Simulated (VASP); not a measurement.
# MgS (Niningerite) (Fm-3m) in VASP: further runs

The runs below take MgS (Niningerite) through single point, with r2SCAN.

Program: VASP 6.6.1. These are calculated values, not measurements. Logs are shortened: lines on timing, memory, paths and dates and some standing lists are left out, and cuts for length are marked.

### Step 1. The cell of the first run

Symmetry: Fm-3m, No. 225, cubic system. The conventional cell has a = 5.203 Å, b = 5.203 Å, c = 5.203 Å, α = 90.00°, β = 90.00°, γ = 90.00°. Within 3.4 Å of Mg (site symmetry m-3m) lie 6 S at 2.60 Å. S (site symmetry m-3m) has 6 Mg at 2.60 Å within 3.4 Å.

### Step 2. Single point, r2SCAN

POSCAR reads:

```
MgS
1.0
    0.0000000000      2.6016500000      2.6016500000
    2.6016500000      0.0000000000      2.6016500000
    2.6016500000      2.6016500000      0.0000000000
Mg S
1 1
Direct
    0.0000000000      0.0000000000      0.0000000000
    0.5000000000      0.5000000000      0.5000000000
```

INCAR.step1 reads:

```
SYSTEM = MgS
ALGO = Normal ; EDIFF = 1E-4
ENCUT = 520 ; GGA = PE
ISMEAR = 0 ; LASPH = .True.
LCHARG = .False. ; LREAL = .False.
LWAVE = .True. ; NBANDS = 11
NELM = 80 ; PREC = Accurate
SIGMA = 0.1
```

INCAR.step2 reads:

```
SYSTEM = MgS
ALGO = Normal ; EDIFF = 1E-6
ENCUT = 520 ; ISIF = 2
ISMEAR = 0 ; ISTART = 1
LASPH = .True. ; LCHARG = .False.
LMIXTAU = .True. ; LREAL = .False.
LWAVE = .False. ; METAGGA = R2SCAN
NBANDS = 11 ; NELM = 80
PREC = Accurate ; SIGMA = 0.1
```

KPOINTS reads:

```
k-points
0
Gamma
  6 6 6
  0 0 0
```

Potentials or basis: VASP PAW PBE potentials, release 64 (Mg, S).

The run is started by

```console
$ cat potpaw_PBE.64/Mg/POTCAR potpaw_PBE.64/S/POTCAR > POTCAR
$ cp INCAR.step1 INCAR
$ mpirun -np 1 vasp_std > vasp.out
$ cp INCAR.step2 INCAR
$ mpirun -np 1 vasp_std > vasp.out
```

OUTCAR:

```text
SYSTEM = MgS
   EDIFF = 1E-6
   ENCUT = 520
   ISIF = 2
   ISMEAR = 0
   ISTART = 1
   LASPH = .True.
   LREAL = .False.
   METAGGA = R2SCAN
   NELM = 80
   PREC = Accurate

 ion  position               nearest neighbor table
   1  0.000  0.000  0.000-   2 2.60   2 2.60   2 2.60   2 2.60   2 2.60   2 2.60
   2  0.500  0.500  0.500-   1 2.60   1 2.60   1 2.60   1 2.60   1 2.60   1 2.60

  LATTYP: Found a face centered cubic cell.
 ALAT       =     5.2033000000

  Lattice vectors:

 A1 = (   0.0000000000,   2.6016500000,   2.6016500000)
 A2 = (   2.6016500000,   0.0000000000,   2.6016500000)
 A3 = (   2.6016500000,   2.6016500000,   0.0000000000)

Analysis of symmetry for initial positions (statically):
=====================================================================
 Subroutine PRICEL returns:
 Original cell was already a primitive cell.

 Routine SETGRP: Setting up the symmetry group for a
 face centered cubic supercell.

 Subroutine GETGRP returns: Found 48 space group operations
 (whereof 48 operations were pure point group operations)
 out of a pool of 48 trial point group operations.

The static configuration has the point symmetry O_h .

Analysis of symmetry for dynamics (positions and initial velocities):
=====================================================================
 Subroutine PRICEL returns:
 Original cell was already a primitive cell.

 Routine SETGRP: Setting up the symmetry group for a
 face centered cubic supercell.

 Subroutine GETGRP returns: Found 48 space group operations
 (whereof 48 operations were pure point group operations)
 out of a pool of 48 trial point group operations.

The dynamic configuration has the point symmetry O_h .

 Subroutine INISYM returns: Found 48 space group operations
 (whereof 48 operations are pure point group operations),
 and found     1 'primitive' translations

----------------------------------------------------------------------------------------

                                     Primitive cell

  volume of cell :      35.2190

  direct lattice vectors                    reciprocal lattice vectors
     0.000000000  2.601650000  2.601650000    -0.192185728  0.192185728  0.192185728
     2.601650000  0.000000000  2.601650000     0.192185728 -0.192185728  0.192185728
     2.601650000  2.601650000  0.000000000     0.192185728  0.192185728 -0.192185728

  length of vectors
     3.679288715  3.679288715  3.679288715     0.332875446  0.332875446  0.332875446

  position of ions in fractional coordinates (direct lattice)
     0.000000000  0.000000000  0.000000000
     0.500000000  0.500000000  0.500000000

  ion indices of the primitive-cell ions
   primitive index   ion index
                 1           1
                 2           2

----------------------------------------------------------------------------------------

 KPOINTS: k-points

Automatic generation of k-mesh.
 Grid dimensions read from file:
 generate k-points for:    6    6    6

 Generating k-lattice:

  Cartesian coordinates                     Fractional coordinates (reciprocal lattice)
    -0.032030955  0.032030955  0.032030955     0.166666667  0.000000000  0.000000000
     0.032030955 -0.032030955  0.032030955     0.000000000  0.166666667  0.000000000
     0.032030955  0.032030955 -0.032030955     0.000000000  0.000000000  0.166666667

  Length of vectors
     0.055479241  0.055479241  0.055479241

  Shift w.r.t. Gamma in fractional coordinates (k-lattice)
     0.000000000  0.000000000  0.000000000

 Subroutine IBZKPT returns following result:
 ===========================================

 Found     16 irreducible k-points:

 Following reciprocal coordinates:
            Coordinates               Weight
  0.000000  0.000000  0.000000      1.000000
  0.166667  0.000000  0.000000      8.000000
  0.333333  0.000000  0.000000      8.000000
  0.500000  0.000000  0.000000      4.000000
  0.166667  0.166667  0.000000      6.000000
  0.333333  0.166667  0.000000     24.000000
[... 8 lines left out ...]
 -0.333333  0.333333  0.166667     24.000000
 -0.333333  0.500000  0.166667     12.000000
   k-points           NKPTS =     16   k-points in BZ     NKDIM =     16   number of bands    NBANDS=     11
   number of dos      NEDOS =    301   number of ions     NIONS =      2
   total plane-waves  NPLWV =  21952
   dimension x,y,z NGX =    28 NGY =   28 NGZ =   28
   dimension x,y,z NGXF=    56 NGYF=   56 NGZF=   56
   ions per type =               1   1
   NGX,Y,Z   is equivalent  to a cutoff of  12.65, 12.65, 12.65 a.u.
   NGXF,Y,Z  is equivalent  to a cutoff of  25.30, 25.30, 25.30 a.u.
 SYSTEM =  MgS
   PREC   = accura    normal or accurate (medium, high low for compatibility)
   ISTART =      1    job   : 0-new  1-cont  2-samecut
   ICHARG =      0    charge: 1-file 2-atom 10-const
   ISPIN  =      1    spin polarized calculation?
   LNONCOLLINEAR =      F non collinear calculations
   LSORBIT =      F    spin-orbit coupling
[... 35 lines left out ...]
 Gauss-broadening in eV      SIGMA  =   0.10
  energy-cutoff  :      520.00
  volume of cell :       35.22
 maximum number of plane-waves:       960
   NGX = 13   NGY = 13   NGZ = 13

 number of electron       8.0000000 magnetization

 Free energy of the ion-electron system (eV)
  ---------------------------------------------------
  ext. energy  EPLUGINS =         0.00000000
  ---------------------------------------------------
  free energy    TOTEN  =       -15.50853830 eV

  energy without entropy =      -15.50853830  energy(sigma->0) =      -15.50853830

 E-fermi :   3.9557     XC(G=0): -10.0892

 val. band max:        3.4939821930   @ k =   0.0000   0.0000   0.0000
 cond. band min:       6.9268007102   @ k =   0.5000   0.5000   0.0000
 fundamental gap:      3.4328185173
 Fermi energy:         3.9557460684

 k-point     1 :       0.0000    0.0000    0.0000
  band No.  band energies     occupation
      1      -9.6886      2.00000
      2       3.4940      2.00000
      3       3.4940      2.00000
      4       3.4940      2.00000
      5       8.1086      0.00000
      6      12.0245      0.00000
      7      12.0245      0.00000
      8      12.0245      0.00000
      9      14.4348      0.00000
     10      14.4348      0.00000
     11      17.0364      0.00000

 k-point     2 :       0.1667    0.0000    0.0000
  band No.  band energies     occupation
      1      -9.4179      2.00000
      2       1.8979      2.00000
      3       3.3175      2.00000
      4       3.3175      2.00000
      5       9.1325      0.00000
      6      11.8233      0.00000
      7      12.3091      0.00000
      8      12.3091      0.00000
      9      13.7922      0.00000
     10      13.7922      0.00000
     11      17.0159      0.00000

 k-point     3 :       0.3333    0.0000    0.0000
  band No.  band energies     occupation
      1      -8.7677      2.00000
      2      -0.3657      2.00000
      3       3.0102      2.00000
      4       3.0102      2.00000
      5       8.9735      0.00000
      6      11.4359      0.00000
      7      11.4359      0.00000
      8      13.8147      0.00000
      9      15.7355      0.00000
     10      15.7355      0.00000
     11      16.0990      0.00000

 k-point     4 :       0.5000    0.0000    0.0000
  band No.  band energies     occupation
      1      -8.3561      2.00000
      2      -1.3826      2.00000
      3       2.8740      2.00000
      4       2.8740      2.00000
      5       8.7098      0.00000
      6      10.9960      0.00000
      7      10.9961      0.00000
      8      14.7270      0.00000
      9      16.7260      0.00000
     10      18.5844      0.00000
     11      18.5844      0.00000
[... 127 lines left out ...]
 k-point    14 :       0.5000    0.3333    0.1667
  band No.  band energies     occupation
      1      -8.3241      2.00000
      2      -0.2191      2.00000
      3       1.2685      2.00000
      4       2.2420      2.00000
      5       9.4499      0.00000
      6      10.7181      0.00000
      7      11.5308      0.00000
      8      14.1553      0.00000
      9      15.8535      0.00000
     10      19.3351      0.00000
     11      19.8252      0.00000

 k-point    15 :      -0.3333    0.3333    0.1667
  band No.  band energies     occupation
      1      -8.0441      2.00000
      2      -0.4689      2.00000
      3       0.7408      2.00000
      4       1.8922      2.00000
      5       9.4680      0.00000
      6      10.8848      0.00000
      7      12.9142      0.00000
      8      13.1387      0.00000
      9      16.6182      0.00000
     10      18.5282      0.00000
     11      20.0606      0.00000

 k-point    16 :      -0.3333    0.5000    0.1667
  band No.  band energies     occupation
      1      -7.9382      2.00000
      2      -0.3227      2.00000
      3       0.8701      2.00000
      4       1.2821      2.00000
      5       8.5469      0.00000
      6      10.3019      0.00000
      7      13.4178      0.00000
      8      14.1012      0.00000
      9      18.4711      0.00000
     10      19.6510      0.00000
     11      19.9379      0.00000

------------------------ aborting loop because EDIFF is reached ----------------------------------------

  FORCE on cell =-STRESS in cart. coord.  units (eV):
  Direction    XX          YY          ZZ          XY          YZ          ZX
  --------------------------------------------------------------------------------------
  -------------------------------------------------------------------------------------
  Total       -0.0948880     -0.0948880     -0.0948880      0.0000000      0.0000000      0.0000000
  in kB       -4.3166323     -4.3166323     -4.3166323      0.0000000      0.0000000      0.0000000
  external PRESSURE =      -4.3166323 kB  Pullay stress =       0.0000000 kB

 VOLUME and BASIS-vectors are now :
 -----------------------------------------------------------------------------
  energy-cutoff  :      520.00
  volume of cell :       35.22
      direct lattice vectors                 reciprocal lattice vectors
     0.000000000  2.601650000  2.601650000    -0.192185728  0.192185728  0.192185728
     2.601650000  0.000000000  2.601650000     0.192185728 -0.192185728  0.192185728
     2.601650000  2.601650000  0.000000000     0.192185728  0.192185728 -0.192185728

 POSITION                                       TOTAL-FORCE (eV/Angst)
 -----------------------------------------------------------------------------------
      0.00000      0.00000      0.00000         0.000000      0.000000     -0.000000
      2.60165      2.60165      2.60165        -0.000000     -0.000000      0.000000
 -----------------------------------------------------------------------------------
    total drift:                                0.000000      0.000000      0.000000

  FREE ENERGIE OF THE ION-ELECTRON SYSTEM (eV)
  ---------------------------------------------------
  free  energy   TOTEN  =       -15.5085382963 eV

  energy  without entropy=      -15.5085382963  energy(sigma->0) =      -15.50853830
```

Wall time 28 s (1 thread of AMD EPYC 7R13 (Zen 3), shared host); peak memory 0.13 GiB.

What came out:

| Item | Value |
| --- | --- |
| Free energy | -15.5085 eV |
| Pressure | -0.4 GPa |
| Band gap on the k mesh | 3.43 eV, indirect (least direct gap 4.61 eV) |

Caveat: the PAW data sets were made with another functional, which shifts forces and pressure a little. A k mesh can miss the band edges.

### Step 3. Single point, r2SCAN (volume scaled by 0.94)

POSCAR reads:

```
MgS
1.0
    0.0000000000      2.5485401997      2.5485401997
    2.5485401997      0.0000000000      2.5485401997
    2.5485401997      2.5485401997      0.0000000000
Mg S
1 1
Direct
    0.0000000000      0.0000000000      0.0000000000
    0.5000000000      0.5000000000      0.5000000000
```

INCAR.step1 reads:

```
SYSTEM = MgS
  ALGO = Normal
  EDIFF = 1E-4
  ENCUT = 520
  GGA = PE
  ISMEAR = 0
  LASPH = .True.
  LCHARG = .False.
  LREAL = .False.
  LWAVE = .True.
  NBANDS = 11
  NELM = 100
  PREC = Accurate
  SIGMA = 0.02
```

INCAR.step2 reads:

```
SYSTEM = MgS
  ALGO = Normal
  EDIFF = 1E-7
  ENCUT = 520
  ISIF = 2
  ISMEAR = 0
  ISTART = 1
  LASPH = .True.
  LCHARG = .False.
  LMIXTAU = .True.
  LREAL = .False.
  LWAVE = .False.
  METAGGA = R2SCAN
  NBANDS = 11
  NELM = 100
  PREC = Accurate
  SIGMA = 0.02
```

KPOINTS reads:

```
k-points
0
Gamma
  8 8 8
  0 0 0
```

Potentials or basis: VASP PAW PBE potentials, release 64 (Mg, S).

The run is started by

```console
$ cat potpaw_PBE.64/Mg/POTCAR potpaw_PBE.64/S/POTCAR > POTCAR
$ cp INCAR.step1 INCAR
$ mpirun -np 1 vasp_std > vasp.out
$ cp INCAR.step2 INCAR
$ mpirun -np 1 vasp_std > vasp.out
```

Run time: 46 s. Hardware: 1 thread of AMD EPYC 7R13 (Zen 3), shared host; peak memory 0.14 GiB.

The run converged. Its results:

| Quantity | Value |
| --- | --- |
| Free energy | -15.4816 eV |
| Pressure | 5.1 GPa |
| Band gap on the k mesh | 3.57 eV, indirect (least direct gap 5.16 eV) |

Levels at points of the mesh, in eV from the valence-band top:
| k point | band 2 | band 3 | band 4 | band 5 | band 6 | band 7 |
| --- | --- | --- | --- | --- | --- | --- |
| (0.00, 0.00, 0.00) | 0.00 | 0.00 | 0.00 | 5.16 | 8.48 | 8.48 |
| (0.50, 0.00, 0.00) | -5.23 | -0.70 | -0.70 | 5.31 | 7.57 | 7.57 |
| (0.50, 0.50, 0.00) | -4.61 | -1.88 | -1.88 | 3.57 | 4.72 | 13.67 |

Caveat: the PAW data sets were made with another functional, which shifts forces and pressure a little. A k mesh can miss the band edges.

### Step 4. Single point, r2SCAN (volume scaled by 0.97)

POSCAR reads:

```
MgS
1.0
    0.0000000000      2.5753689102      2.5753689102
    2.5753689102      0.0000000000      2.5753689102
    2.5753689102      2.5753689102      0.0000000000
Mg S
1 1
Direct
    0.0000000000      0.0000000000      0.0000000000
    0.5000000000      0.5000000000      0.5000000000
```

INCAR.step1 reads:

```
PREC = Accurate ; ENCUT = 520
ISMEAR = 0 ; SIGMA = 0.02
LREAL = False ; LASPH = True
NELM = 80 ; NBANDS = 11
GGA = PE ; ALGO = Normal
EDIFF = 1E-4 ; LWAVE = True
LCHARG = False
```

INCAR.step2 reads:

```
PREC = Accurate ; ENCUT = 520
EDIFF = 1E-6 ; ISMEAR = 0
SIGMA = 0.02 ; LREAL = False
LASPH = True ; NELM = 80
ALGO = Normal ; ISIF = 2
LWAVE = False ; LCHARG = False
METAGGA = R2SCAN ; LMIXTAU = True
NBANDS = 11 ; ISTART = 1
```

KPOINTS reads:

```
Automatic mesh
0
Gamma
  8 8 8
```

The run is started by

```console
$ cat potpaw_PBE.64/Mg/POTCAR potpaw_PBE.64/S/POTCAR > POTCAR
$ cp INCAR.step1 INCAR
$ mpirun -np 1 vasp_std > vasp.out
$ cp INCAR.step2 INCAR
$ mpirun -np 1 vasp_std > vasp.out
```

Run time: 48 s. Hardware: 1 thread of AMD EPYC 7R13 (Zen 3), shared host; peak memory 0.13 GiB.

The run converged. Its results:

```yaml
Free_energy: -15.5052 eV
Pressure: 2.1 GPa
Band_gap_on_the_k_mesh: 3.50 eV, indirect (least direct gap 4.88 eV)
```

Levels at points of the mesh, in eV from the valence-band top:
```csv
k point,band 1,band 2,band 3,band 4,band 5,band 6,band 7,band 8
"(0.00, 0.00, 0.00)",-13.36,0.00,0.00,0.00,4.88,8.51,8.51,8.51
"(0.50, 0.00, 0.00)",-11.95,-5.05,-0.66,-0.66,5.26,7.54,7.54,11.58
"(0.50, 0.50, 0.00)",-11.54,-4.44,-1.80,-1.80,3.50,4.83,13.46,13.58
```

Caveat: the PAW data sets were made with another functional, which shifts forces and pressure a little.

### Step 5. Single point, r2SCAN

POSCAR reads:

```
MgS
1.0
    0.0000000000      2.6016500000      2.6016500000
    2.6016500000      0.0000000000      2.6016500000
    2.6016500000      2.6016500000      0.0000000000
Mg S
1 1
Direct
    0.0000000000      0.0000000000      0.0000000000
    0.5000000000      0.5000000000      0.5000000000
```

INCAR.step1 reads:

```
SYSTEM = MgS
ALGO = Normal
EDIFF = 1E-4
ENCUT = 520
GGA = PE
ISMEAR = 0
LASPH = .TRUE.
LCHARG = .FALSE.
LREAL = .FALSE.
LWAVE = .TRUE.
NBANDS = 11
NELM = 100
PREC = Accurate
SIGMA = 0.02
```

INCAR.step2 reads:

```
SYSTEM = MgS
ALGO = Normal
EDIFF = 1E-6
ENCUT = 520
ISIF = 2
ISMEAR = 0
ISTART = 1
LASPH = .TRUE.
LCHARG = .TRUE.
LELF = .TRUE.
LMIXTAU = .TRUE.
LREAL = .FALSE.
LVHAR = .TRUE.
LWAVE = .FALSE.
METAGGA = R2SCAN
NBANDS = 11
NELM = 100
PREC = Accurate
SIGMA = 0.02
```

KPOINTS reads:

```
k-points
0
G
  8 8 8
  0 0 0
```

The run is started by

```console
$ cat potpaw_PBE.64/Mg/POTCAR potpaw_PBE.64/S/POTCAR > POTCAR
$ cp INCAR.step1 INCAR
$ mpirun -np 1 vasp_std > vasp.out
$ cp INCAR.step2 INCAR
$ mpirun -np 1 vasp_std > vasp.out
```

It took 55 s on 1 thread of AMD EPYC 7R13 (Zen 3), shared host; peak memory 0.14 GiB.

It converged, with:

* Free energy: -15.5105 eV
* Pressure: -0.5 GPa
* Band gap on the k mesh: 3.43 eV, indirect (least direct gap 4.61 eV)

Levels at points of the mesh, in eV from the valence-band top:
| k point | band 1 | band 2 | band 3 | band 4 | band 5 | band 6 | band 7 | band 8 |
| --- | --- | --- | --- | --- | --- | --- | --- | --- |
| (0.00, 0.00, 0.00) | -13.18 | 0.00 | 0.00 | 0.00 | 4.61 | 8.53 | 8.53 | 8.53 |
| (0.50, 0.00, 0.00) | -11.85 | -4.88 | -0.62 | -0.62 | 5.22 | 7.50 | 7.50 | 11.23 |
| (0.50, 0.50, 0.00) | -11.47 | -4.27 | -1.73 | -1.73 | 3.43 | 4.93 | 13.14 | 13.49 |

Caveat: the PAW data sets were made with another functional, which shifts forces and pressure a little.

### Step 6. Single point, r2SCAN (volume scaled by 1.03)

POSCAR reads:

```
MgS
1.0
    0.0000000000      2.6274105862      2.6274105862
    2.6274105862      0.0000000000      2.6274105862
    2.6274105862      2.6274105862      0.0000000000
Mg S
1 1
Direct
    0.0000000000      0.0000000000      0.0000000000
    0.5000000000      0.5000000000      0.5000000000
```

INCAR.step1 reads:

```
  ALGO = Normal
  EDIFF = 1E-4
  ENCUT = 520
  GGA = PE
  ISMEAR = 0
  LASPH = True
  LCHARG = False
  LREAL = False
  LWAVE = True
  NBANDS = 11
  NELM = 100
  PREC = Accurate
  SIGMA = 0.02
```

INCAR.step2 reads:

```
  ALGO = Normal
  EDIFF = 1E-7
  ENCUT = 520
  ISIF = 2
  ISMEAR = 0
  ISTART = 1
  LASPH = True
  LCHARG = False
  LMIXTAU = True
  LREAL = False
  LWAVE = False
  METAGGA = R2SCAN
  NBANDS = 11
  NELM = 100
  PREC = Accurate
  SIGMA = 0.02
```

KPOINTS reads:

```
k-points
0
Gamma
  8 8 8
```

Potentials or basis: VASP PAW PBE potentials, release 64 (Mg, S).

The run is started by

```console
$ cat potpaw_PBE.64/Mg/POTCAR potpaw_PBE.64/S/POTCAR > POTCAR
$ cp INCAR.step1 INCAR
$ mpirun -np 1 vasp_std > vasp.out
$ cp INCAR.step2 INCAR
$ mpirun -np 1 vasp_std > vasp.out
```

Wall time 59 s (1 thread of AMD EPYC 7R13 (Zen 3), shared host); peak memory 0.14 GiB.

Results (log left out):

```
Free energy            : -15.5001 eV
Pressure               : -2.7 GPa
Band gap on the k mesh : 3.37 eV, indirect (least direct gap 4.37 eV)
```

Levels at points of the mesh, in eV from the valence-band top:
| k point | band 1 | band 2 | band 3 | band 4 | band 5 | band 6 | band 7 | band 8 |
| --- | --- | --- | --- | --- | --- | --- | --- | --- |
| (0.00, 0.00, 0.00) | -13.01 | 0.00 | 0.00 | 0.00 | 4.37 | 8.55 | 8.55 | 8.55 |
| (0.50, 0.00, 0.00) | -11.76 | -4.72 | -0.59 | -0.59 | 5.17 | 7.47 | 7.47 | 10.90 |
| (0.50, 0.50, 0.00) | -11.39 | -4.12 | -1.66 | -1.66 | 3.37 | 5.01 | 12.83 | 13.40 |

Caveat: the PAW data sets were made with another functional, which shifts forces and pressure a little. A k mesh can miss the band edges.

### Step 7. Overview

| cell | k mesh | smearing | gap on the mesh (eV) | pressure (GPa) |
| --- | --- | --- | --- | --- |
| a = 3.679 Å, angles 60.0°, 2 atoms | 6 × 6 × 6 | gaussian 0.1 eV | 3.43 | -0.4 |
| a = 3.604 Å, angles 60.0°, 2 atoms | 8 × 8 × 8 | gaussian 0.02 eV | 3.57 | 5.1 |
| a = 3.642 Å, angles 60.0°, 2 atoms | 8 × 8 × 8 | gaussian 0.02 eV | 3.50 | 2.1 |
| a = 3.679 Å, angles 60.0°, 2 atoms | 8 × 8 × 8 | gaussian 0.02 eV | 3.43 | -0.5 |
| a = 3.716 Å, angles 60.0°, 2 atoms | 8 × 8 × 8 | gaussian 0.02 eV | 3.37 | -2.7 |

Alike in all rows: task single point; level r2SCAN; potentials or basis VASP PAW PBE potentials, release 64 (Mg, S); no spin polarisation; cutoff (eV) 520.

Caveats: the PAW data sets were made with another functional, which shifts forces and pressure a little.

Total energies depend on the potentials used, so only differences within one code and one set of settings carry meaning.
